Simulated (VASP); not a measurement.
Set up this calculation in VASP 6.6.1, as the native input.

```
Task                   : relaxation of cell and atoms
Functional             : LDA
Potentials or basis    : VASP PAW LDA potentials, release 64 (Ga_d, P)
Cutoff                 : 500 eV
k mesh                 : 10 × 10 × 10
Occupations            : gaussian, width 0.01 eV
Spin                   : no spin polarisation
Target pressure        : 6 GPa
Dipole correction      : no
Further INCAR settings : ALGO = Normal; EDIFF = 1e-07; IBRION = 2; EDIFFG = -0.001; NSW = 80; ISIF = 3
```

The structure of GaP lies in POSCAR:

```
GaP
1.0
    0.0000000000      2.6436846573      2.6436846573
    2.6436846573      0.0000000000      2.6436846573
    2.6436846573      2.6436846573      0.0000000000
Ga P
1 1
Direct
    0.0000000000      0.0000000000      0.0000000000
    0.7500000000      0.7500000000      0.7500000000
```

These files were run (other wordings do the same):

INCAR

```
SYSTEM = GaP
PREC = Accurate
ENCUT = 500
EDIFF = 1E-7
ISMEAR = 0
SIGMA = 0.01
LREAL = .FALSE.
LASPH = .TRUE.
NELM = 120
ALGO = Normal
ISIF = 3
LWAVE = .FALSE.
LCHARG = .FALSE.
IBRION = 2
NSW = 80
EDIFFG = -0.001
PSTRESS = 60.0
GGA_COMPAT = .FALSE.
NELMIN = 4
```

KPOINTS

```
Automatic mesh
0
G
  10 10 10
  0 0 0
```

Potentials or basis: VASP PAW LDA potentials, release 64 (Ga_d, P).

Run with:

```bash
$ cat potpaw_LDA.64/Ga_d/POTCAR potpaw_LDA.64/P/POTCAR > POTCAR
$ mpirun -np 1 vasp_std > vasp.out
```

It gave:

The relaxed volume is 18.50 Å³/atom and the relaxed cell is a = 3.740 Å, b = 3.740 Å, c = 3.740 Å, α = 60.00°, β = 60.00°, γ = 60.00°. The space group after relaxing (to 0.05 Å) is F-43m (No. 216). The energy change on relaxing (the enthalpy is what falls) is -0.7 meV/atom, the ionic steps are 3 and the pressure after relaxing is 6.0 GPa. The band gap on the k mesh is 1.29 eV, indirect (least direct gap 2.40 eV).

Caveat: the cell is relaxed towards a set pressure, so the enthalpy falls and the energy may rise.

It took 29 s on 1 thread of Intel(R) Xeon(R) Platinum 8375C CPU @ 2.90GHz (Ice Lake), on a shared host, peak memory 0.15 GiB.
